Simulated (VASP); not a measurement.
# BN (Cm) in VASP: notebook, part 2 of 2

VASP 6.6.1.

## Step 3: Single point, LDA (all N atoms moved +0.062 Å, as atom 2 along Cartesian [1 1 0])

File INCAR:

```
SYSTEM = BN
PREC = Accurate ; ENCUT = 520
EDIFF = 1E-7 ; ISMEAR = 0
SIGMA = 0.05 ; LREAL = .False.
LASPH = .True. ; NELM = 100
ALGO = Normal ; ISIF = 2
LWAVE = .False. ; LCHARG = .False.
NBANDS = 11
```

File KPOINTS:

```
Automatic mesh
0
Gamma
  12 12 12
  0 0 0
```

File POSCAR:

```
BN
1.0
    0.0000000000      1.8130010000      1.8130010000
    1.8130010000      0.0000000000      1.8130010000
    1.8130010000      1.8130010000      0.0000000000
B N
1 1
Direct
    0.0000000000      0.0000000000      0.0000000000
    0.7500000000      0.7500000000      0.7743762545
```

Potentials or basis: VASP PAW LDA potentials, release 64 (B, N).

Run with:

```bash
> cat potpaw_LDA.64/B/POTCAR potpaw_LDA.64/N/POTCAR > POTCAR
> mpirun -np 1 vasp_std > vasp.out
```

OUTCAR:

```text
SYSTEM = BN
   PREC = Accurate
   ENCUT = 520
   EDIFF = 1E-7
   ISMEAR = 0
   LREAL = .False.
   LASPH = .True.
   NELM = 100
   ISIF = 2

 ion  position               nearest neighbor table
   1  0.000  0.000  0.000-   2 1.52   2 1.57   2 1.57   2 1.62
   2  0.750  0.750  0.774-   1 1.52   1 1.57   1 1.57   1 1.62

  LATTYP: Found a face centered cubic cell.
 ALAT       =     3.6260020000

  Lattice vectors:

 A1 = (   0.0000000000,   1.8130010000,   1.8130010000)
 A2 = (   1.8130010000,   0.0000000000,   1.8130010000)
 A3 = (   1.8130010000,   1.8130010000,   0.0000000000)

Analysis of symmetry for initial positions (statically):
=====================================================================
 Subroutine PRICEL returns:
 Original cell was already a primitive cell.

 Routine SETGRP: Setting up the symmetry group for a
 face centered cubic supercell.

 Subroutine GETGRP returns: Found  2 space group operations
 (whereof  2 operations were pure point group operations)
 out of a pool of 48 trial point group operations.

The static configuration has the point symmetry C_1h.

Analysis of symmetry for dynamics (positions and initial velocities):
=====================================================================
 Subroutine PRICEL returns:
 Original cell was already a primitive cell.

 Routine SETGRP: Setting up the symmetry group for a
 face centered cubic supercell.

 Subroutine GETGRP returns: Found  2 space group operations
 (whereof  2 operations were pure point group operations)
 out of a pool of 48 trial point group operations.

The dynamic configuration has the point symmetry C_1h.

 Subroutine INISYM returns: Found  2 space group operations
 (whereof  2 operations are pure point group operations),
 and found     1 'primitive' translations

----------------------------------------------------------------------------------------

                                     Primitive cell

  volume of cell :      11.9186

[... 116 lines left out ...]
   IVDW    =     0    specifies the selected vdW correction
   LEPSILON=     F    determine dielectric tensor
   LRPA    =     F    only Hartree local field effects (RPA)
 non-spin polarized calculation
 Gauss-broadening in eV      SIGMA  =   0.05
  energy-cutoff  :      520.00
  volume of cell :       11.92
 maximum number of plane-waves:       332
   NGX =  9   NGY =  9   NGZ =  9

 number of electron       8.0000000 magnetization

 Free energy of the ion-electron system (eV)
  ---------------------------------------------------
  ext. energy  EPLUGINS =         0.00000000
  ---------------------------------------------------
  free energy    TOTEN  =       -19.35108096 eV

  energy without entropy =      -19.35108096  energy(sigma->0) =      -19.35108096

 E-fermi :   8.1427     XC(G=0): -13.0605

 val. band max:        7.7962149575   @ k =   0.0000   0.0000   0.0000
 cond. band min:      11.5572688764   @ k =   0.5000   0.5000   0.0000
 fundamental gap:      3.7610539190
 Fermi energy:         8.1426895030

 k-point     1 :       0.0000    0.0000    0.0000
  band No.  band energies     occupation
      1     -12.6942      2.00000
      2       6.6853      2.00000
      3       7.2935      2.00000
      4       7.7962      2.00000
      5      15.5159      0.00000
      6      15.8784      0.00000
      7      16.4142      0.00000
      8      17.5896      0.00000
      9      31.5575      0.00000
     10      34.7562      0.00000
     11      34.9473      0.00000
[... 309 lines left out ...]
 k-point    24 :       0.0833    0.0000    0.1667
  band No.  band energies     occupation
      1     -12.0794      2.00000
      2       5.2390      2.00000
      3       5.8553      2.00000
      4       6.6206      2.00000
      5      15.5952      0.00000
      6      17.1151      0.00000
      7      17.6794      0.00000
      8      18.9625      0.00000
      9      28.2254      0.00000
     10      32.4907      0.00000
     11      33.8757      0.00000

 [... further k-points ...]

------------------------ aborting loop because EDIFF is reached ----------------------------------------

  FORCE on cell =-STRESS in cart. coord.  units (eV):
  Direction    XX          YY          ZZ          XY          YZ          ZX
  --------------------------------------------------------------------------------------
  -------------------------------------------------------------------------------------
  Total       -0.9172398     -0.9172398     -0.8988160      0.0896863      0.0499215      0.0499215
  in kB     -123.3017771   -123.3017771   -120.8251214     12.0562547      6.7108010      6.7108011
  external PRESSURE =    -122.4762252 kB  Pullay stress =       0.0000000 kB

 VOLUME and BASIS-vectors are now :
 -----------------------------------------------------------------------------
  energy-cutoff  :      520.00
  volume of cell :       11.92
      direct lattice vectors                 reciprocal lattice vectors
     0.000000000  1.813001000  1.813001000    -0.275785838  0.275785838  0.275785838
     1.813001000  0.000000000  1.813001000     0.275785838 -0.275785838  0.275785838
     1.813001000  1.813001000  0.000000000     0.275785838  0.275785838 -0.275785838

 POSITION                                       TOTAL-FORCE (eV/Angst)
 -----------------------------------------------------------------------------------
      0.00000      0.00000      0.00000         1.033553      1.033553      0.181681
      2.76370      2.76370      2.71950        -1.033553     -1.033553     -0.181681
 -----------------------------------------------------------------------------------
    total drift:                               -0.000068     -0.000068     -0.000009

  FREE ENERGIE OF THE ION-ELECTRON SYSTEM (eV)
  ---------------------------------------------------
  free  energy   TOTEN  =       -19.3510809647 eV

  energy  without entropy=      -19.3510809647  energy(sigma->0) =      -19.35108096
```

OSZICAR:

```text
N       E                     dE             d eps       ncg     rms          rms(c)
DAV:   1     0.706783918233E+01    0.70678E+01   -0.49937E+03 10838   0.718E+02
DAV:   2    -0.200418900499E+02   -0.27110E+02   -0.26324E+02 12482   0.150E+02
DAV:   3    -0.204781347066E+02   -0.43624E+00   -0.43551E+00 12225   0.158E+01
DAV:   4    -0.204785624112E+02   -0.42770E-03   -0.42770E-03 11201   0.632E-01
DAV:   5    -0.204785628285E+02   -0.41731E-06   -0.41731E-06 12035   0.184E-02    0.650E+00
DAV:   6    -0.194881150440E+02    0.99045E+00   -0.33276E+00 10493   0.102E+01    0.306E+00
DAV:   7    -0.193828477510E+02    0.10527E+00   -0.78690E-02 12011   0.232E+00    0.177E+00
DAV:   8    -0.193512567365E+02    0.31591E-01   -0.44361E-02 11533   0.144E+00    0.172E-01
DAV:   9    -0.193510975853E+02    0.15915E-03   -0.96579E-04 11621   0.266E-01    0.826E-02
DAV:  10    -0.193510805149E+02    0.17070E-04   -0.50330E-05 11650   0.650E-02    0.147E-02
DAV:  11    -0.193510809833E+02   -0.46832E-06   -0.11737E-06 11627   0.782E-03    0.675E-03
DAV:  12    -0.193510809647E+02    0.18549E-07   -0.33478E-07  7719   0.337E-03
   1 F= -.19351081E+02 E0= -.19351081E+02  d E =-.228542E-25
```

Wall time 89 s (1 thread of AMD EPYC, shared host); peak memory 0.13 GiB.

Results:

```
Free energy            : -19.3511 eV
Pressure               : -12.2 GPa
Largest force          : 1.473 eV/Å
Band gap on the k mesh : 3.76 eV, indirect (least direct gap 7.72 eV)
```

Forces on the atoms (eV/Å):
```
B    1.034  1.034  0.182
N   -1.034 -1.034 -0.182
```

Caveat: the cell differs from its parent crystal (all N atoms moved +0.062 Å, as atom 2 along Cartesian [1 1 0]); forces of over 1 eV/Å act on the atoms, so gaps and moduli don't describe the material at rest. A k mesh can miss the band edges.
